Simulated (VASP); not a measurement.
# Na3Mn (Pm-3m) in VASP: relaxation of cell and atoms with PBE

Aim: the relaxation of cell and atoms of Na3Mn with PBE.

Program: VASP 6.6.1. These are calculated values, not measurements. Logs are shortened: lines on timing, memory, paths and dates and some standing lists are left out, and cuts for length are marked.

### Step 1. The cell of the first run

The structure is cubic, space group Pm-3m (No. 221). The conventional cell has a = 4.188 Å, b = 4.188 Å, c = 4.188 Å, α = 90.00°, β = 90.00°, γ = 90.00°. Within 3.9 Å of Na (site symmetry 4/mmm) lie 8 Na at 2.96 Å and 4 Mn at 2.96 Å. Within 3.9 Å of Mn (site symmetry m-3m) lie 12 Na at 2.96 Å.

### Step 2. Relaxation of cell and atoms, PBE, collinear spin, ferromagnetic start

Input file INCAR:

```
SYSTEM = Na3Mn
ALGO = Fast
EDIFF = 1E-7
EDIFFG = -0.04
ENCUT = 600
GGA = PE
IBRION = 2
ISIF = 3
ISMEAR = 0
ISPIN = 2
LASPH = .TRUE.
LCHARG = .FALSE.
LMAXMIX = 4
LORBIT = 11
LREAL = .FALSE.
LWAVE = .FALSE.
MAGMOM = 0 0 0 4.21
NELM = 150
NSW = 90
PREC = Accurate
SIGMA = 0.1
```

Input file KPOINTS:

```
k-points
0
G
  4 4 4
  0 0 0
```

Input file POSCAR:

```
Na3Mn
1.0
    4.1881840171      0.0000000000      0.0000000000
    0.0000000000      4.1881840171      0.0000000000
    0.0000000000      0.0000000000      4.1881840171
Na Mn
3 1
Direct
    0.0000000000      0.5000000000      0.5000000000
    0.5000000000      0.0000000000      0.5000000000
    0.5000000000      0.5000000000      0.0000000000
    0.0000000000      0.0000000000      0.0000000000
```

Potentials or basis: VASP PAW PBE potentials, release 64 (Na_pv, Mn_pv).

Command:

```console
> cat potpaw_PBE.64/Na_pv/POTCAR potpaw_PBE.64/Mn_pv/POTCAR > POTCAR
> mpirun -np 1 vasp_std > vasp.out
```

OUTCAR:

```text
SYSTEM = Na3Mn
   EDIFF = 1E-7
   EDIFFG = -0.04
   ENCUT = 600
   GGA = PE
   IBRION = 2
   ISIF = 3
   ISMEAR = 0
   ISPIN = 2
   LASPH = .TRUE.
   LORBIT = 11
   LREAL = .FALSE.
   NELM = 150
   NSW = 90
   PREC = Accurate

 ion  position               nearest neighbor table
   1  0.000  0.500  0.500-   4 2.96   4 2.96   4 2.96   4 2.96
   2  0.500  0.000  0.500-   4 2.96   4 2.96   4 2.96   4 2.96
   3  0.500  0.500  0.000-   4 2.96   4 2.96   4 2.96   4 2.96
   4  0.000  0.000  0.000-   1 2.96   2 2.96   3 2.96   1 2.96   2 2.96   1 2.96   3 2.96   1 2.96
                             2 2.96   3 2.96   2 2.96   3 2.96

  LATTYP: Found a simple cubic cell.
 ALAT       =     4.1881840171

  Lattice vectors:

 A1 = (   4.1881840171,   0.0000000000,   0.0000000000)
 A2 = (   0.0000000000,   4.1881840171,   0.0000000000)
 A3 = (   0.0000000000,   0.0000000000,   4.1881840171)

Analysis of symmetry for initial positions (statically):
=====================================================================
 Subroutine PRICEL returns:
 Original cell was already a primitive cell.

 Routine SETGRP: Setting up the symmetry group for a
 simple cubic supercell.

 Subroutine GETGRP returns: Found 48 space group operations
 (whereof 48 operations were pure point group operations)
 out of a pool of 48 trial point group operations.

The static configuration has the point symmetry O_h .

Analysis of symmetry for dynamics (positions and initial velocities):
=====================================================================
 Subroutine PRICEL returns:
 Original cell was already a primitive cell.

 Routine SETGRP: Setting up the symmetry group for a
 simple cubic supercell.

 Subroutine GETGRP returns: Found 48 space group operations
 (whereof 48 operations were pure point group operations)
 out of a pool of 48 trial point group operations.

The dynamic configuration has the point symmetry O_h .

Analysis of structural, dynamic, and magnetic symmetry:
=====================================================================
 Subroutine PRICEL returns:
 Original cell was already a primitive cell.

 Routine SETGRP: Setting up the symmetry group for a
 simple cubic supercell.

 Subroutine GETGRP returns: Found 48 space group operations
 (whereof 48 operations were pure point group operations)
 out of a pool of 48 trial point group operations.

The overall configuration has the point symmetry O_h .

 Subroutine INISYM returns: Found 48 space group operations
 (whereof 48 operations are pure point group operations),
 and found     1 'primitive' translations

----------------------------------------------------------------------------------------

                                     Primitive cell

  volume of cell :      73.4645

  direct lattice vectors                    reciprocal lattice vectors
     4.188184017  0.000000000  0.000000000     0.238766968  0.000000000  0.000000000
     0.000000000  4.188184017  0.000000000     0.000000000  0.238766968  0.000000000
     0.000000000  0.000000000  4.188184017     0.000000000  0.000000000  0.238766968

  length of vectors
     4.188184017  4.188184017  4.188184017     0.238766968  0.238766968  0.238766968

  position of ions in fractional coordinates (direct lattice)
     0.000000000  0.500000000  0.500000000
     0.500000000  0.000000000  0.500000000
     0.500000000  0.500000000  0.000000000
     0.000000000  0.000000000  0.000000000

  ion indices of the primitive-cell ions
   primitive index   ion index
                 1           1
                 2           2
                 3           3
                 4           4

----------------------------------------------------------------------------------------

 KPOINTS: k-points

Automatic generation of k-mesh.
 Grid dimensions read from file:
 generate k-points for:    4    4    4

 Generating k-lattice:

  Cartesian coordinates                     Fractional coordinates (reciprocal lattice)
     0.059691742  0.000000000  0.000000000     0.250000000  0.000000000  0.000000000
     0.000000000  0.059691742  0.000000000     0.000000000  0.250000000  0.000000000
     0.000000000  0.000000000  0.059691742     0.000000000  0.000000000  0.250000000

  Length of vectors
     0.059691742  0.059691742  0.059691742

  Shift w.r.t. Gamma in fractional coordinates (k-lattice)
     0.000000000  0.000000000  0.000000000

 Subroutine IBZKPT returns following result:
 ===========================================

 Found     10 irreducible k-points:

 Following reciprocal coordinates:
            Coordinates               Weight
  0.000000  0.000000  0.000000      1.000000
  0.250000  0.000000  0.000000      6.000000
  0.500000  0.000000  0.000000      3.000000
  0.250000  0.250000  0.000000     12.000000
  0.500000  0.250000  0.000000     12.000000
  0.500000  0.500000  0.000000      3.000000
  0.250000  0.250000  0.250000      8.000000
  0.500000  0.250000  0.250000     12.000000
  0.500000  0.500000  0.250000      6.000000
  0.500000  0.500000  0.500000      1.000000
   k-points           NKPTS =     10   k-points in BZ     NKDIM =     10   number of bands    NBANDS=     23
   number of dos      NEDOS =    301   number of ions     NIONS =      4
   total plane-waves  NPLWV =  46656
   dimension x,y,z NGX =    36 NGY =   36 NGZ =   36
   dimension x,y,z NGXF=    72 NGYF=   72 NGZF=   72
   ions per type =               3   1
   NGX,Y,Z   is equivalent  to a cutoff of  14.29, 14.29, 14.29 a.u.
   NGXF,Y,Z  is equivalent  to a cutoff of  28.58, 28.58, 28.58 a.u.
 SYSTEM =  Na3Mn
   PREC   = accura    normal or accurate (medium, high low for compatibility)
   ISTART =      0    job   : 0-new  1-cont  2-samecut
   ICHARG =      2    charge: 1-file 2-atom 10-const
   ISPIN  =      2    spin polarized calculation?
   LNONCOLLINEAR =      F non collinear calculations
   LSORBIT =      F    spin-orbit coupling
   LASPH  =      T    aspherical Exc in radial PAW
   ENCUT  =  600.0 eV  44.10 Ry    6.64 a.u.   8.36  8.36  8.36*2*pi/ulx,y,z
   NELM   =    150;   NELMIN=  2; NELMDL= -5     # of ELM steps
   EDIFF  = 0.1E-06   stopping-criterion for ELM
   LREAL  =      F    real-space projection
   EDIFFG = -.4E-01   stopping-criterion for IOM
   NSW    =     90    number of steps for IOM
   IBRION =      2    ionic relax: 0-MD 1-quasi-New 2-CG
   NFREE  =      1    steps in history (QN), initial steepest desc. (CG)
   ISIF   =      3    stress and relaxation
   ISYM   =      2    0-nonsym 1-usesym 2-fastsym
   POTIM  = 0.5000    time-step for ionic-motion
   TEBEG  =    0.0;   TEEND  =   0.0 temperature during run
   PSTRESS=    0.0 pullay stress
   NELECT =      34.0000    total number of electrons
   NUPDOWN=      -1.0000    fix difference up-down
   EMIN   =  10.00;   EMAX   =-10.00  energy-range for DOS
   EFERMI =   0.00;   METHOD = LEGACY
   ISMEAR =     0;   SIGMA  =   0.10  broadening in eV -4-tet -1-fermi 0-gaus
   EFERMI_NEDOS =   21; number of points for ismear=-14 and -15
   IALGO  =     68    algorithm
   IMIX   =      4    mixing-type and parameters
     AMIX     =   0.40;   BMIX     =  1.00
     AMIX_MAG =   1.60;   BMIX_MAG =  1.00
  volume/ion in A,a.u.               =      18.37       123.94
  Fermi-wavevector in a.u.,A,eV,Ry     =   1.266316  2.392990 21.817702  1.603556
  Thomas-Fermi vector in A             =   2.399523
   LORBIT       =     11    0 simple, 1 ext, 2 COOP (PROOUT), +10 PAW based schemes
   GGA     = PE    functional components
   LHFCALC =     F    Hartree Fock is set to
   AEXX    =    0.0000 exact exchange contribution
   IVDW    =     0    specifies the selected vdW correction
   LEPSILON=     F    determine dielectric tensor
   LRPA    =     F    only Hartree local field effects (RPA)
 conjugate gradient relaxation of ions
 spin polarized calculation
 RMM-DIIS sequential band-by-band and
 Gauss-broadening in eV      SIGMA  =   0.10
  energy-cutoff  :      600.00
  volume of cell :       73.46
 maximum number of plane-waves:      2469
 NGX is ok and might be reduce to    36
   NGX = 17   NGY = 17   NGZ = 17

--------------------------------------- Ionic step        1  -------------------------------------------

 number of electron      33.9999988 magnetization       3.6069271

 Free energy of the ion-electron system (eV)
  ---------------------------------------------------
  ext. energy  EPLUGINS =         0.00000000
  ---------------------------------------------------
  free energy    TOTEN  =        -9.49000884 eV

  energy without entropy =       -9.48331228  energy(sigma->0) =       -9.48666056

------------------------ aborting loop because EDIFF is reached ----------------------------------------

  FORCE on cell =-STRESS in cart. coord.  units (eV):
  Direction    XX          YY          ZZ          XY          YZ          ZX
  --------------------------------------------------------------------------------------
  -------------------------------------------------------------------------------------
  Total        6.2969364      6.2969364      6.2969364     -0.0000000     -0.0000000      0.0000000
  in kB      137.3291162    137.3291162    137.3291162     -0.0000000     -0.0000000      0.0000000
  external PRESSURE =     137.3291162 kB  Pullay stress =       0.0000000 kB
[... 99 lines left out ...]
  energy  without entropy=      -10.7364420439  energy(sigma->0) =      -10.74481344

--------------------------------------- Ionic step        4  -------------------------------------------

 number of electron      33.9999975 magnetization       4.3769697

 Free energy of the ion-electron system (eV)
  ---------------------------------------------------
  ext. energy  EPLUGINS =         0.00000000
  ---------------------------------------------------
  free energy    TOTEN  =       -10.78626125 eV

  energy without entropy =      -10.77077656  energy(sigma->0) =      -10.77851890

 E-fermi :   1.4161     XC(G=0):  -7.6361

 val. band max:        1.4097832775   @ k =   0.5000   0.5000   0.0000
 cond. band min:       1.4255649402   @ k =   0.0000   0.0000   0.0000
 fundamental gap:      0.0157816627
 Fermi energy:         1.4161169252

 spin component 1

 k-point     1 :       0.0000    0.0000    0.0000
  band No.  band energies     occupation
      1     -49.4818      1.00000
      2     -49.4818      1.00000
      3     -49.4818      1.00000
      4     -23.0724      1.00000
      5     -23.0724      1.00000
      6     -23.0724      1.00000
[... 233 lines left out ...]
      6     -23.0465      1.00000
[... 15 lines left out ...]
     22       2.3400      0.00000
     23       3.4751      0.00000
 Fermi energy:         1.4161169252

 spin component 2

 k-point     1 :       0.0000    0.0000    0.0000
  band No.  band energies     occupation
      1     -45.0406      1.00000
      2     -45.0406      1.00000
      3     -45.0406      1.00000
      4     -23.0834      1.00000
      5     -23.0834      1.00000
      6     -23.0834      1.00000
[... 280 lines left out ...]
  FREE ENERGIE OF THE ION-ELECTRON SYSTEM (eV)
  ---------------------------------------------------
  free  energy   TOTEN  =       -10.7862612479 eV

  energy  without entropy=      -10.7707765589  energy(sigma->0) =      -10.77851890

 reached required accuracy - stopping structural energy minimisation

 total charge

# of ion       s       p       d       tot
------------------------------------------
    1        0.105   5.974   0.000   6.079
    2        0.105   5.974   0.000   6.079
    3        0.105   5.974   0.000   6.079
    4        0.361   6.069   4.851  11.280
--------------------------------------------------
tot          0.677  23.991   4.851  29.518

 magnetization (x)

# of ion       s       p       d       tot
------------------------------------------
    1       -0.012  -0.003   0.000  -0.015
    2       -0.012  -0.003   0.000  -0.015
    3       -0.012  -0.003   0.000  -0.015
    4        0.080   0.015   4.152   4.247
--------------------------------------------------
tot          0.044   0.005   4.152   4.202
```

It took 3.3 min on 1 thread of AMD EPYC 7R13 (Zen 3), shared host; peak memory 0.22 GiB.

What came out:

```yaml
Free_energy: -10.7863 eV
Relaxed_volume: 28.75 Å³/atom
Relaxed_cell: a = 4.863 Å, b = 4.863 Å, c = 4.863 Å, α = 90.00°, β = 90.00°, γ = 90.00°
Space_group_after_relaxing_to_0.1_Å: Pm-3m (No. 221)
Energy_gained_by_relaxing: 324.1 meV/atom
Ionic_steps: 4
Pressure_after_relaxing: 0.2 GPa
Net_moment: 4.38 μB per cell
Site_moments: Na -0.01; Mn +4.25 μB
Valence_electrons_inside_the_program's_atomic_spheres: Na 6.08; Mn 11.28
```

The path:
| step | energy change (eV) | largest force (eV/Å) | pressure (GPa) | volume (Å³) |
| --- | --- | --- | --- | --- |
| 1 | 0.0000 | 0.0000 | 13.73 | 73.46 |
| 2 | -0.9759 | 0.0000 | 4.84 | 91.51 |
| 3 | -1.2632 | 0.0000 | 1.24 | 107.52 |
| 4 | -1.2963 | 0.0000 | 0.19 | 114.99 |

Final structure:
```cif
data_structure
_symmetry_space_group_name_H-M 'P 1'
_symmetry_Int_Tables_number 1
_cell_length_a 4.8628
_cell_length_b 4.8628
_cell_length_c 4.8628
_cell_angle_alpha 90.000
_cell_angle_beta 90.000
_cell_angle_gamma 90.000
_cell_volume 114.99
loop_
_atom_site_label
_atom_site_type_symbol
_atom_site_fract_x
_atom_site_fract_y
_atom_site_fract_z
_atom_site_occupancy
Na1 Na 0.00000 0.50000 0.50000 1
Na2 Na 0.50000 0.00000 0.50000 1
Na3 Na 0.50000 0.50000 0.00000 1
Mn1 Mn 0.00000 0.00000 0.00000 1
```

Caveat: the k points lie up to 0.32 Å⁻¹ apart in the final cell; the volume moved by over 15 % at a fixed basis, so the end points are rough.
